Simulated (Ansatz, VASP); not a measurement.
# Two plane-wave programs on SiC

```
Si C
1.0
     3.09500    0.00000    0.00000
    -1.54750    2.68035    0.00000
     0.00000    0.00000   15.18658
Si C
6 6
Cartesian
  0.0000 1.7869 12.6503
  1.5475 0.8934 5.0570
  1.5475 0.8934 10.1219
  0.0000 1.7869 2.5286
  0.0000 0.0000 7.5891
  0.0000 0.0000 15.1824
  0.0000 0.0000 13.2787
  0.0000 0.0000 5.6854
  0.0000 1.7869 10.7521
  1.5475 0.8934 3.1588
  1.5475 0.8934 8.2237
  0.0000 1.7869 0.6304
```

Alike in both runs: task single point; functional PBE0; k mesh 6 × 6 × 1; no spin polarisation.

|  | VASP | Ansatz |
| --- | --- | --- |
| version | VASP 6.6.1 | Ansatz 0.2.0 |
| potentials or method | VASP PAW PBE potentials, release 64 (Si, C), cutoff 520 eV | scalar-relativistic, plane waves, PAW |
| occupations | gaussian, width 0.01 eV | fixed |
| valence electrons in the cell | 48 | 48 |

|  | VASP | Ansatz | Ansatz less VASP |
| --- | --- | --- | --- |
| gap on the k mesh at the Fermi level (eV) | 3.67 | 3.64 | -0.027 |
| least direct gap on the mesh (eV) | 4.88 | 4.85 | -0.032 |
| pressure (GPa) | -5.2 | -4.9 | +0.39 |
| traceless stress, the component that is largest in VASP (GPa) | -0.09 | -0.11 | -0.022 |
| rms of the force components (eV/Å) | 0.006 | 0.006 | -0.0004 |

Atom by atom the forces differ by 0.001 eV/Å (rms over components). Ansatz's warnings: stress exchange threshold loose, stress scf threshold loose.
